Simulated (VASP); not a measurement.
Wanted: the native input for a VASP 6.6.1 run.

```
Task                   : single point
Functional             : LDA
Potentials or basis    : VASP PAW LDA potentials, release 64 (Ti_sv, Al)
Cutoff                 : 520 eV
k mesh                 : 16 × 16 × 16
Occupations            : gaussian, width 0.15 eV
Spin                   : no spin polarisation
Dipole correction      : no
Further INCAR settings : ALGO = Fast; EDIFF = 1e-06; NBANDS = 18
```

The structure of TiAl3 lies in POSCAR:

```
TiAl3
1.0
   -1.9197605920      1.9197605920      4.5467609860
    1.9197605920     -1.9197605920      4.5467609860
    1.9197605920      1.9197605920     -4.5467609860
Ti Al
1 3
Direct
    0.0000000000      0.0000000000      0.0000000000
    0.5000000000      0.5000000000      0.0000000000
    0.7500000000      0.2500000000      0.5000000000
    0.2500000000      0.7500000000      0.5000000000
```

One way to write it, as run:

INCAR

```
PREC     = Accurate       # precision mode
ENCUT    = 520            # plane-wave cutoff, eV
EDIFF    = 1E-6           # SCF threshold, eV
ISMEAR   = 0              # smearing method
SIGMA    = 0.15           # smearing width, eV
LREAL    = F              # projectors in reciprocal space
LASPH    = T              # aspherical terms in the spheres
NELM     = 100            # most SCF steps
ALGO     = Fast           # electronic algorithm
ISIF     = 2              # what is computed and relaxed
LWAVE    = F              # write WAVECAR
LCHARG   = F              # write CHGCAR
GGA      = CA             # functional
NBANDS   = 18             # bands
```

KPOINTS

```
regular mesh
0
Gamma
  16 16 16
```

Potentials or basis: VASP PAW LDA potentials, release 64 (Ti_sv, Al).

Launch:

```console
$ cat potpaw_LDA.64/Ti_sv/POTCAR potpaw_LDA.64/Al/POTCAR > POTCAR
$ mpirun -np 1 vasp_std > vasp.out
```

It gave:

* Pressure: -9.0 GPa
* Band gap on the k mesh: zero (an odd number of electrons rules out a gap without spin polarisation)

Caveat: the stress differs along the axes, from -14 to -6 GPa.

It took 39 min on 1 thread of Intel Xeon 8259CL, on a shared host, peak memory 0.51 GiB.
